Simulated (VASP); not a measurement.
Al:

```
Al
1.0
    -1.59122    1.59122    1.59122
     1.59122   -1.59122    1.59122
     1.59122    1.59122   -1.59122
Al
1
Direct
  0.00000 0.00000 0.00000
```

This isn't the form of Al at room conditions, which is fcc.

Base run:

- Program: VASP 6.6.1
- Functional: BLYP
- Potentials or basis: VASP PAW PBE potentials, release 64 (Al)
- Cutoff: 500 eV
- k mesh: 13 × 13 × 13
- Occupations: fermi-dirac, width 0.15 eV
- Spin: no spin polarisation

Its results: band gap on the k mesh zero (an odd number of electrons rules out a gap without spin polarisation); pressure 7.6 GPa.

Q: The run is repeated on the same cell with these changes: functional from BLYP to LDA; potentials or basis from VASP PAW PBE potentials, release 64 (Al) to VASP PAW LDA potentials, release 64 (Al). What comes out?

A: Band gap on the k mesh zero (an odd number of electrons rules out a gap without spin polarisation); pressure 0.4 GPa.

Caveats: the cell stands under pressure (at least some runs); the PAW data sets were made with another functional, which shifts forces and pressure a little (at least some runs).
